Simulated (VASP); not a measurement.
# Ba4Hf4O11 (a cell with a defect): single point with PBE

Ba4Hf4O11 (a cell with a defect):

```
Ba Hf O
1.0
    -4.20610    4.20610    4.20607
     4.20610   -4.20610    4.20607
     4.20610    4.20610   -4.20607
Ba Hf O
4 4 11
Direct
  0.74831 0.74936 0.49984
  0.25221 0.24993 0.50176
  0.25221 0.75045 0.00227
  0.74831 0.24847 0.99895
  0.76265 0.75429 0.00836
  0.24484 0.24658 0.99826
  0.22706 0.73303 0.49403
  0.76974 0.26710 0.50264
  0.97403 0.23143 0.74260
  0.02234 0.77285 0.24949
  0.49031 0.23481 0.25549
  0.24108 0.50266 0.24358
  0.72866 0.98790 0.24590
  0.72866 0.48276 0.74076
  0.24108 0.99750 0.73842
  0.53982 0.83453 0.70529
  0.02109 0.49936 0.52173
  0.99914 0.99823 0.00091
  0.48950 0.50228 0.98722
```

| Property | Result |
| --- | --- |
| Program | VASP 6.6.1 |
| Task | single point |
| Functional | PBE |
| Potentials or basis | VASP PAW PBE potentials, release 64 (Ba_sv, Hf_pv, O) |
| Cutoff | 520 eV |
| k mesh | 4 × 4 × 4 |
| Occupations | gaussian, width 0.05 eV |
| Spin | no spin polarisation |

| Quantity | Value |
| --- | --- |
| Largest force | 1.082 eV/Å |

Forces in eV/Å, atoms in the order of the input:
```
Ba  -0.116 -0.023  0.083
Ba   0.018 -0.065  0.032
Ba  -0.018 -0.065  0.032
Ba   0.116 -0.023  0.083
Hf   0.000 -0.074  0.084
Hf   0.000 -0.040  0.039
Hf   0.000  0.076 -0.023
Hf   0.000 -0.045  0.117
O    0.000 -0.096 -0.022
O    0.000 -0.064 -0.074
O    0.000 -0.026  0.104
O    0.015 -0.033  0.136
O    0.038  0.033  0.052
O   -0.038  0.033  0.052
O   -0.015 -0.033  0.136
O    0.000  0.512 -0.954
O    0.000 -0.167  0.041
O    0.000  0.066  0.068
O    0.000  0.032  0.012
```

Levels at points of the mesh, in eV from the Fermi level:
```tsv
k point	band 68	band 69	band 70	band 71	band 72	band 73	band 74	band 75	band 76	band 77
(0.00, 0.00, 0.00)	-0.71	-0.69	-0.41	-0.39	-0.26	2.33	3.39	3.70	3.90	4.50
(0.50, 0.00, 0.00)	-0.87	-0.78	-0.78	-0.54	-0.47	3.15	3.71	4.12	4.47	4.83
(0.00, 0.50, 0.00)	-0.87	-0.73	-0.67	-0.52	-0.39	3.11	4.18	4.39	4.59	4.66
(0.00, 0.00, 0.50)	-0.81	-0.77	-0.64	-0.59	-0.52	2.68	4.21	4.45	4.56	4.58
(0.50, 0.00, 0.50)	-0.87	-0.73	-0.67	-0.52	-0.39	3.11	4.18	4.39	4.59	4.66
(0.50, 0.50, 0.00)	-0.81	-0.77	-0.64	-0.59	-0.52	2.68	4.21	4.45	4.56	4.58
(0.00, 0.50, 0.50)	-0.83	-0.79	-0.68	-0.58	-0.45	3.21	3.99	4.42	4.44	4.69
(0.50, 0.50, 0.50)	-0.73	-0.68	-0.42	-0.41	-0.26	2.55	3.88	3.98	4.32	4.61
```

It took 28 min on 1 thread of Intel(R) Xeon(R) Platinum 8259CL CPU @ 2.50GHz (Skylake/Cascade Lake) (shared host), peak memory 0.87 GiB.

Caveat: the cell carries a net charge on a neutralising background, which shifts energy and pressure; the cell is charged against a uniform background, so pressure and absolute levels hang on convention; spin-orbit coupling is left out, which moves the levels of the heavy elements.
